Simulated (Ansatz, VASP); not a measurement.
# B in VASP and in Ansatz

```xyz
4
Lattice="2.3291 0.0000 0.0000 -1.1646 2.0171 0.0000 0.0000 0.0000 5.4604" Properties=species:S:1:pos:R:3 pbc="T T T"
B     0.0000    0.0000    0.0000
B     0.0000    0.0000    2.7302
B     0.0000    1.3447    4.0953
B     1.1646    0.6724    1.3651
```

Alike in both runs: task relaxation of cell and atoms; functional r2SCAN; k mesh 24 × 24 × 8; occupations gaussian, width 0.1 eV; no spin polarisation.

```csv
,VASP,Ansatz
version,VASP 6.6.1,Ansatz 0.2.0
potentials or method,"VASP PAW PBE potentials, release 64 (B), cutoff 600 eV","scalar-relativistic, plane waves, PAW"
valence electrons in the cell,12,12
```

|  | VASP | Ansatz | Ansatz less VASP |
| --- | --- | --- | --- |
| gap on the k mesh at the Fermi level, each at its own relaxed structure (eV) | none | none | - |
| relaxed volume (Å³/atom) | 6.41 | 6.41 | 0.000 |
| relaxed length of the cell vector where the two differ most in proportion (Å) | 2.329 | 2.329 | 0.0000 |

VASP's potentials were made for PBE, not for r2SCAN. A gap of «none» marks a metal or a gap that the smearing closes.

Noted on VASP's run: the relaxation stopped at its first step, so nothing moved.
